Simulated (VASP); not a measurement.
Set up this calculation in VASP 6.6.1, as the native input.

- Task: single point
- Functional: PBE
- Potentials or basis: VASP PAW PBE potentials, release 64 (Mo_sv, Se)
- Cutoff: 520 eV
- k mesh: 12 × 12 × 12
- Occupations: gaussian, width 0.1 eV
- Spin: no spin polarisation
- Dipole correction: no
- Further INCAR settings: ALGO = Normal; EDIFF = 1e-06; NBANDS = 17

The structure of MoSe lies in POSCAR:

```
MoSe
1.0
    0.0000000000      2.8392909712      2.8392909712
    2.8392909712      0.0000000000      2.8392909712
    2.8392909712      2.8392909712      0.0000000000
Mo Se
1 1
Direct
    0.0000000000      0.0000000000      0.0000000000
    0.2500000000      0.2500000000      0.2500000000
```

These files were run (other wordings do the same):

INCAR

```
ALGO = Normal ; EDIFF = 1E-6
ENCUT = 520 ; GGA = PE
ISIF = 2 ; ISMEAR = 0
LASPH = True ; LCHARG = False
LREAL = False ; LWAVE = False
NBANDS = 17 ; NELM = 80
PREC = Accurate ; SIGMA = 0.1
```

KPOINTS

```
k-points
0
Gamma
  12 12 12
```

Potentials or basis: VASP PAW PBE potentials, release 64 (Mo_sv, Se).

Run with:

```console
$ cat potpaw_PBE.64/Mo_sv/POTCAR potpaw_PBE.64/Se/POTCAR > POTCAR
$ mpirun -np 1 vasp_std > vasp.out
```

Results of the run:

- Pressure: -1.5 GPa
- Band gap on the k mesh: zero (bands 10 and 11 overlap by 0.25 eV)

Wall time 93 s on 1 thread of Intel Xeon 8259CL, on a shared host, peak memory 0.21 GiB.
